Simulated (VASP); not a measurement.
# CdSe (Fm-3m) in VASP: settings compared

CdSe is run at these levels: revPBE+D4, BLYP+D3(BJ), BLYP+D4; tasks: single point.

Everything below comes from runs of VASP 6.6.1. Logs are shortened: lines on timing, memory, paths and dates and some standing lists are left out, and cuts for length are marked.

### 1 The cell of the first run

Symmetry: Fm-3m, No. 225, cubic system. Conventional cell: a = 5.644 Å, b = 5.644 Å, c = 5.644 Å, α = 90.00°, β = 90.00°, γ = 90.00°. Cd (site symmetry m-3m) has 6 Se at 2.82 Å within 3.7 Å. Se (site symmetry m-3m) has 6 Cd at 2.82 Å within 3.7 Å.

### 2 Single point, revPBE+D4

The input, INCAR:

```
PREC = Accurate
ENCUT = 520
EDIFF = 1E-6
ISMEAR = -1
SIGMA = 0.05
LREAL = F
LASPH = T
NELM = 80
ALGO = Normal
ISIF = 2
LWAVE = F
LCHARG = T
GGA = RE
IVDW = 13
LELF = T
LVHAR = T
NBANDS = 16
```

The input, KPOINTS:

```
Automatic mesh
0
Gamma
  8 8 8
```

The input, POSCAR:

```
CdSe
1.0
    0.0000000000      2.8220419333      2.8220419333
    2.8220419333      0.0000000000      2.8220419333
    2.8220419333      2.8220419333      0.0000000000
Cd Se
1 1
Direct
    0.0000000000      0.0000000000      0.0000000000
    0.5000000000      0.5000000000      0.5000000000
```

Potentials or basis: VASP PAW PBE potentials, release 64 (Cd, Se).

The run is started by

```
cat potpaw_PBE.64/Cd/POTCAR potpaw_PBE.64/Se/POTCAR > POTCAR
mpirun -np 1 vasp_std > vasp.out
```

OUTCAR:

```text
PREC = Accurate
   ENCUT = 520
   EDIFF = 1E-6
   ISMEAR = -1
   LREAL = F
   LASPH = T
   NELM = 80
   ISIF = 2
   GGA = RE
   IVDW = 13

 ion  position               nearest neighbor table
   1  0.000  0.000  0.000-   2 2.82   2 2.82   2 2.82   2 2.82   2 2.82   2 2.82
   2  0.500  0.500  0.500-   1 2.82   1 2.82   1 2.82   1 2.82   1 2.82   1 2.82

  LATTYP: Found a face centered cubic cell.
 ALAT       =     5.6440838666

  Lattice vectors:

 A1 = (   0.0000000000,   2.8220419333,   2.8220419333)
 A2 = (   2.8220419333,   0.0000000000,   2.8220419333)
 A3 = (   2.8220419333,   2.8220419333,   0.0000000000)

Analysis of symmetry for initial positions (statically):
=====================================================================
 Subroutine PRICEL returns:
 Original cell was already a primitive cell.

 Routine SETGRP: Setting up the symmetry group for a
 face centered cubic supercell.

 Subroutine GETGRP returns: Found 48 space group operations
 (whereof 48 operations were pure point group operations)
 out of a pool of 48 trial point group operations.

The static configuration has the point symmetry O_h .

Analysis of symmetry for dynamics (positions and initial velocities):
=====================================================================
 Subroutine PRICEL returns:
 Original cell was already a primitive cell.

 Routine SETGRP: Setting up the symmetry group for a
 face centered cubic supercell.

 Subroutine GETGRP returns: Found 48 space group operations
 (whereof 48 operations were pure point group operations)
 out of a pool of 48 trial point group operations.

The dynamic configuration has the point symmetry O_h .

 Subroutine INISYM returns: Found 48 space group operations
 (whereof 48 operations are pure point group operations),
 and found     1 'primitive' translations

----------------------------------------------------------------------------------------

                                     Primitive cell

  volume of cell :      44.9490

  direct lattice vectors                    reciprocal lattice vectors
     0.000000000  2.822041933  2.822041933    -0.177176673  0.177176673  0.177176673
     2.822041933  0.000000000  2.822041933     0.177176673 -0.177176673  0.177176673
     2.822041933  2.822041933  0.000000000     0.177176673  0.177176673 -0.177176673

  length of vectors
     3.990969976  3.990969976  3.990969976     0.306878999  0.306878999  0.306878999

  position of ions in fractional coordinates (direct lattice)
     0.000000000  0.000000000  0.000000000
     0.500000000  0.500000000  0.500000000

  ion indices of the primitive-cell ions
   primitive index   ion index
                 1           1
                 2           2

----------------------------------------------------------------------------------------

 KPOINTS: Automatic mesh

Automatic generation of k-mesh.
 Grid dimensions read from file:
 generate k-points for:    8    8    8

 Generating k-lattice:

  Cartesian coordinates                     Fractional coordinates (reciprocal lattice)
    -0.022147084  0.022147084  0.022147084     0.125000000  0.000000000  0.000000000
     0.022147084 -0.022147084  0.022147084     0.000000000  0.125000000  0.000000000
     0.022147084  0.022147084 -0.022147084     0.000000000  0.000000000  0.125000000

  Length of vectors
     0.038359875  0.038359875  0.038359875

  Shift w.r.t. Gamma in fractional coordinates (k-lattice)
     0.000000000  0.000000000  0.000000000

 Subroutine IBZKPT returns following result:
 ===========================================

 Found     29 irreducible k-points:

 Following reciprocal coordinates:
            Coordinates               Weight
  0.000000  0.000000  0.000000      1.000000
  0.125000  0.000000  0.000000      8.000000
  0.250000  0.000000  0.000000      8.000000
  0.375000  0.000000  0.000000      8.000000
  0.500000  0.000000  0.000000      4.000000
  0.125000  0.125000  0.000000      6.000000
[... 16 lines left out ...]
  0.500000  0.250000  0.125000     48.000000
 -0.375000  0.250000  0.125000     24.000000
 [... further k-points ...]
   k-points           NKPTS =     29   k-points in BZ     NKDIM =     29   number of bands    NBANDS=     16
   number of dos      NEDOS =    301   number of ions     NIONS =      2
   total plane-waves  NPLWV =  27000
   dimension x,y,z NGX =    30 NGY =   30 NGZ =   30
   dimension x,y,z NGXF=    60 NGYF=   60 NGZF=   60
   ions per type =               1   1
   NGX,Y,Z   is equivalent  to a cutoff of  12.50, 12.50, 12.50 a.u.
   NGXF,Y,Z  is equivalent  to a cutoff of  24.99, 24.99, 24.99 a.u.
 SYSTEM =  unknown system
   PREC   = accura    normal or accurate (medium, high low for compatibility)
   ISTART =      0    job   : 0-new  1-cont  2-samecut
   ICHARG =      2    charge: 1-file 2-atom 10-const
   ISPIN  =      1    spin polarized calculation?
   LNONCOLLINEAR =      F non collinear calculations
   LSORBIT =      F    spin-orbit coupling
   LASPH  =      T    aspherical Exc in radial PAW
   ENCUT  =  520.0 eV  38.22 Ry    6.18 a.u.   7.42  7.42  7.42*2*pi/ulx,y,z
   NELM   =     80;   NELMIN=  2; NELMDL= -5     # of ELM steps
   EDIFF  = 0.1E-05   stopping-criterion for ELM
   LREAL  =      F    real-space projection
   EDIFFG = 0.1E-04   stopping-criterion for IOM
   NSW    =      0    number of steps for IOM
   IBRION =     -1    ionic relax: 0-MD 1-quasi-New 2-CG
   NFREE  =      0    steps in history (QN), initial steepest desc. (CG)
   ISIF   =      2    stress and relaxation
   ISYM   =      2    0-nonsym 1-usesym 2-fastsym
   POTIM  = 0.5000    time-step for ionic-motion
   TEBEG  =    0.0;   TEEND  =   0.0 temperature during run
   PSTRESS=    0.0 pullay stress
   NELECT =      18.0000    total number of electrons
   NUPDOWN=      -1.0000    fix difference up-down
   EMIN   =  10.00;   EMAX   =-10.00  energy-range for DOS
   EFERMI =   0.00;   METHOD = LEGACY
   ISMEAR =    -1;   SIGMA  =   0.05  broadening in eV -4-tet -1-fermi 0-gaus
   EFERMI_NEDOS =   21; number of points for ismear=-14 and -15
   IALGO  =     38    algorithm
   IMIX   =      4    mixing-type and parameters
     AMIX     =   0.40;   BMIX     =  1.00
     AMIX_MAG =   1.60;   BMIX_MAG =  1.00
  volume/ion in A,a.u.               =      22.47       151.67
  Fermi-wavevector in a.u.,A,eV,Ry     =   1.206680  2.280295 19.811133  1.456077
  Thomas-Fermi vector in A             =   2.342340
   LORBIT       =      0    0 simple, 1 ext, 2 COOP (PROOUT), +10 PAW based schemes
   GGA     = RE    functional components
   LHFCALC =     F    Hartree Fock is set to
   AEXX    =    0.0000 exact exchange contribution
   IVDW    =    13    specifies the selected vdW correction
   LEPSILON=     F    determine dielectric tensor
   LRPA    =     F    only Hartree local field effects (RPA)
 non-spin polarized calculation
  energy-cutoff  :      520.00
  volume of cell :       44.95
 maximum number of plane-waves:      1243
 NGX is ok and might be reduce to    30
   NGX = 15   NGY = 15   NGZ = 15

 number of electron      17.9999993 magnetization

 Free energy of the ion-electron system (eV)
  ---------------------------------------------------
  ext. energy  EPLUGINS =         0.00000000
  ---------------------------------------------------
  free energy    TOTEN  =        -4.52776971 eV

  energy without entropy =       -4.52552362  energy(sigma->0) =       -4.52664666

 E-fermi :   2.9421     XC(G=0): -10.1644

 val. band max:        2.8263038058   @ k =  -0.2500   0.1250   0.0000
 cond. band min:       3.2334670540   @ k =   0.0000   0.0000   0.0000
 fundamental gap:      0.4071632482
 Fermi energy:         2.9420773887

 k-point     1 :       0.0000    0.0000    0.0000
  band No.  band energies     occupation
      1     -10.3596      2.00000
      2      -5.2016      2.00000
      3      -5.2016      2.00000
      4      -5.1850      2.00000
      5      -5.1850      2.00000
      6      -5.1850      2.00000
[... 8 lines left out ...]
     15      12.9750      0.00000
     16      13.0831      0.00000

 k-point     2 :       0.1250    0.0000    0.0000
  band No.  band energies     occupation
      1     -10.2360      2.00000
      2      -5.2394      2.00000
      3      -5.2394      2.00000
      4      -5.1965      2.00000
      5      -5.1637      2.00000
      6      -5.1637      2.00000
[... 8 lines left out ...]
     15      12.3834      0.00000
     16      12.6954      0.00000

 k-point     3 :       0.2500    0.0000    0.0000
  band No.  band energies     occupation
      1      -9.9061      2.00000
      2      -5.3323      2.00000
      3      -5.3323      2.00000
      4      -5.2387      2.00000
      5      -5.1075      2.00000
      6      -5.1075      2.00000
[... 8 lines left out ...]
     15      13.1690      0.00000
     16      13.1690      0.00000

 k-point     4 :       0.3750    0.0000    0.0000
  band No.  band energies     occupation
      1      -9.5144      2.00000
      2      -5.4222      2.00000
      3      -5.4222      2.00000
      4      -5.3203      2.00000
      5      -5.0501      2.00000
      6      -5.0501      2.00000
[... 8 lines left out ...]
     15      14.6239      0.00000
     16      14.6239      0.00000
[... 324 lines left out ...]
 k-point    22 :       0.3750    0.2500    0.1250
  band No.  band energies     occupation
      1      -9.7190      2.00000
      2      -5.3512      2.00000
      3      -5.2736      2.00000
      4      -5.2333      2.00000
      5      -5.0918      2.00000
      6      -5.0396      2.00000
[... 8 lines left out ...]
     15      15.6098      0.00000
     16      15.7362      0.00000

 k-point    23 :       0.5000    0.2500    0.1250
  band No.  band energies     occupation
      1      -9.4600      2.00000
      2      -5.3589      2.00000
      3      -5.2882      2.00000
      4      -5.2311      2.00000
      5      -5.0431      2.00000
      6      -4.9730      2.00000
[... 8 lines left out ...]
     15      15.7409      0.00000
     16      16.3780      0.00000

 k-point    24 :      -0.3750    0.2500    0.1250
  band No.  band energies     occupation
      1      -9.3453      2.00000
      2      -5.3908      2.00000
      3      -5.2566      2.00000
      4      -5.2268      2.00000
      5      -5.0147      2.00000
      6      -4.9416      2.00000
[... 8 lines left out ...]
     15      14.2896      0.00000
     16      17.0301      0.00000

 [... further k-points ...]

------------------------ aborting loop because EDIFF is reached ----------------------------------------

  DFT-D4 for vdW energy calculation

  Edisp (eV):   -1.42302

  FORCE on cell =-STRESS in cart. coord.  units (eV):
  Direction    XX          YY          ZZ          XY          YZ          ZX
  --------------------------------------------------------------------------------------
  -------------------------------------------------------------------------------------
  Total       0.11488     0.11488     0.11488     0.00000     0.00000    -0.00000
  in kB       4.09465     4.09465     4.09465     0.00000     0.00000    -0.00000
  external pressure =        4.09 kB  Pullay stress =        0.00 kB

 VOLUME and BASIS-vectors are now :
 -----------------------------------------------------------------------------
  energy-cutoff  :      520.00
  volume of cell :       44.95
      direct lattice vectors                 reciprocal lattice vectors
     0.000000000  2.822041933  2.822041933    -0.177176673  0.177176673  0.177176673
     2.822041933  0.000000000  2.822041933     0.177176673 -0.177176673  0.177176673
     2.822041933  2.822041933  0.000000000     0.177176673  0.177176673 -0.177176673

 POSITION                                       TOTAL-FORCE (eV/Angst)
 -----------------------------------------------------------------------------------
      0.00000      0.00000      0.00000        -0.000000      0.000000      0.000000
      2.82204      2.82204      2.82204         0.000000     -0.000000     -0.000000
 -----------------------------------------------------------------------------------
    total drift:                               -0.000000      0.000000      0.000000

  FREE ENERGIE OF THE ION-ELECTRON SYSTEM (eV)
  ---------------------------------------------------
  free  energy   TOTEN  =        -5.9507932524 eV

  energy  without entropy=       -5.9485471651  energy(sigma->0) =       -5.94967021
```

Wall time 31 s (1 thread of Intel Xeon Platinum 8259CL at 2.50GHz (Skylake/Cascade Lake), shared host); peak memory 0.17 GiB.

Results:

```yaml
Free_energy: -5.9508 eV
Pressure: 0.4 GPa
Band_gap_on_the_k_mesh: zero (band 9 reaches 2.83 eV, above the bottom of band 10 at 2.45 eV)
Dispersion_energy_per_atom: -0.712 eV
```

Caveat: the PAW data sets were made with another functional, which shifts forces and pressure a little; pairwise dispersion overbinds metals, which lowers pressure and volume.

(Part 1 of 2 ends here.)
